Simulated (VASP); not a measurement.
PtS2:

```xyz
3
Lattice="3.5526 0.0000 0.0000 -1.7763 3.0767 0.0000 0.0000 0.0000 5.1227" Properties=species:S:1:pos:R:3 pbc="T T T"
Pt    0.0000    0.0000    0.0000
S     0.0000    2.0511    1.2257
S     1.7763    1.0256    3.8971
```

Base run:

* Program: VASP 6.6.1
* Functional: PBE
* Potentials or basis: VASP PAW PBE potentials, release 64 (Pt, S)
* Cutoff: 520 eV
* k mesh: 6 × 6 × 4
* Occupations: gaussian, width 0.01 eV
* Spin: no spin polarisation

Its results: band gap on the k mesh 0.85 eV, indirect (least direct gap 1.42 eV); pressure 3.2 GPa; largest force 0.026 eV/Å.

Q: The run is repeated on the same cell with these changes: functional from PBE to r2SCAN. What comes out?

A: Band gap on the k mesh 0.98 eV, indirect (least direct gap 1.59 eV); pressure 1.2 GPa; largest force 0.049 eV/Å.

r2SCAN gives the wider gap, since meta-GGAs in the generalised Kohn-Sham scheme recover part of the derivative discontinuity.

Caveats: spin-orbit coupling is left out, which moves the levels of the heavy elements; the PAW data sets were made with another functional, which shifts forces and pressure a little (some runs).

A k mesh can miss the band edges.
